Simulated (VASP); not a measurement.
Here is a VASP 6.6.1 calculation.

INCAR

```
SYSTEM = Zn4O
  ALGO = Normal
  EDIFF = 1E-8
  ENCUT = 520
  GGA = PE
  IBRION = 8
  ISIF = 2
  ISMEAR = 0
  KPAR = 4
  LASPH = .TRUE.
  LCHARG = .FALSE.
  LREAL = .FALSE.
  LWAVE = .FALSE.
  NBANDS = 35
  NELM = 100
  NSW = 1
  PREC = Accurate
  SIGMA = 0.1
```

File KPOINTS:

```
k-points
0
G
  12 12 4
  0 0 0
```

File POSCAR:

```
Zn4O
1.0
    3.0397018791      0.0000000000      0.0000000000
   -1.5198509396      2.6324590472      0.0000000000
    0.0000000000      0.0000000000      9.0370511697
Zn O
4 1
Direct
    0.6666666667      0.3333333333      0.0187892873
    0.0000000000      0.0000000000      0.6999552407
    0.3333333333      0.6666666667      0.4633961236
    0.0000000000      0.0000000000      0.2363102404
    0.6666666667      0.3333333333      0.8060677681
```

Potentials or basis: VASP PAW PBE potentials, release 64 (Zn, O).

Launch:

```bash
$ cat potpaw_PBE.64/Zn/POTCAR potpaw_PBE.64/O/POTCAR > POTCAR
$ mpirun -np 4 vasp_std > vasp.out
```

(1) Estimate the highest phonon frequency at Γ, LO-TO splitting left out.

Answers

(1) 506 cm⁻¹.
